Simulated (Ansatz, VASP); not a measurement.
**Ru2Rh: VASP beside Ansatz**

```xyz
3
Lattice="2.6360 0.0000 0.0000 0.0000 2.6360 0.0000 0.0000 0.0000 5.4387" Properties=species:S:1:pos:R:3 pbc="T T T"
Ru    1.3180    1.3180    1.6044
Ru    1.3180    1.3180    3.8343
Rh    0.0000    0.0000    0.0000
```

Change from the starting cell: species swapped into the Ga2Cu type (P4/mmm, No. 123).

Alike in both runs: task relaxation of cell and atoms; functional PBE; k mesh 6 × 6 × 4; occupations gaussian, width 0.1 eV; no spin polarisation.

```csv
,VASP,Ansatz
version,VASP 6.6.1,Ansatz 0.2.0
potentials or method,"VASP PAW PBE potentials, release 64 (Ru_pv, Rh_pv), cutoff 600 eV","scalar-relativistic, plane waves, PAW"
valence electrons in the cell,43,49
```

VASP gave:

```
gap on the k mesh at the Fermi level, each at its own relaxed structure (eV) : none
relaxed volume (Å³/atom)                                                     : 14.89
relaxed length of the cell vector where the two differ most in proportion (Å)              : 6.102
```

Estimate Ansatz's values.

gap on the k mesh at the Fermi level, each at its own relaxed structure (eV): none; relaxed volume (Å³/atom): 14.89; relaxed length of the cell vector where the two differ most in proportion (Å): 6.085.

A gap of «none» marks a metal or a gap that the smearing closes. VASP's potentials hold 43 valence electrons a cell and Ansatz's 49, so a difference there can come from the potentials and not from the codes.

The k mesh is coarse, so the values compare programs but aren't converged. Noted on VASP's run: the volume moved by over 15 % at a fixed basis, so the end points are rough.
